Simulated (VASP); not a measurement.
Write the native input for VASP 6.6.1 that does the following.

```yaml
Task: single point
Functional: PBE
Potentials_or_basis: VASP PAW PBE potentials, release 64 (Ge_d, Cl)
Cutoff: 520 eV
k_mesh: 6 × 6 × 2
Occupations: gaussian, width 0.1 eV
Spin: no spin polarisation
Dipole_correction: no
Further_INCAR_settings: ALGO = Normal; EDIFF = 1e-06; NBANDS = 34
```

The structure of GeCl5 lies in POSCAR:

```
GeCl5
1.0
    5.1179361900      0.0000000000      0.0000000000
   -2.5589681000      4.4322627600      0.0000000000
    0.0000000000      0.0000000000      7.8076907400
Ge Cl
1 5
Direct
    0.0000000000      0.0000000000      0.0000000000
    0.0000000000      0.0000000000      0.5000000000
    0.3333333300      0.6666666700      0.5000000000
    0.0000000000      0.0000000000      0.7569146700
    0.0000000000      0.0000000000      0.2430853300
    0.3333333300      0.6666666700      0.0000000000
```

One way to write it, as run:

INCAR

```
PREC = Accurate
ENCUT = 520
EDIFF = 1E-6
ISMEAR = 0
SIGMA = 0.1
LREAL = False
LASPH = True
NELM = 100
ALGO = Normal
ISIF = 2
LWAVE = False
LCHARG = True
GGA = PE
LELF = True
LVHAR = True
NBANDS = 34
```

KPOINTS

```
Automatic mesh
0
Gamma
  6 6 2
```

Potentials or basis: VASP PAW PBE potentials, release 64 (Ge_d, Cl).

Run with:

```console
$ cat potpaw_PBE.64/Ge_d/POTCAR potpaw_PBE.64/Cl/POTCAR > POTCAR
$ mpirun -np 1 vasp_std > vasp.out
```

It gave:

| Quantity | Value |
| --- | --- |
| Pressure | 13.5 GPa |
| Largest force | 2.834 eV/Å |

Caveat: the k points lie up to 0.40 Å⁻¹ apart; an odd number of electrons without spin polarisation forces a metal; a magnetic or distorted state may lie lower.

Wall time 94 s on 1 thread of Intel(R) Xeon(R) 6975P-C (Granite Rapids), on a shared host, peak memory 0.31 GiB.
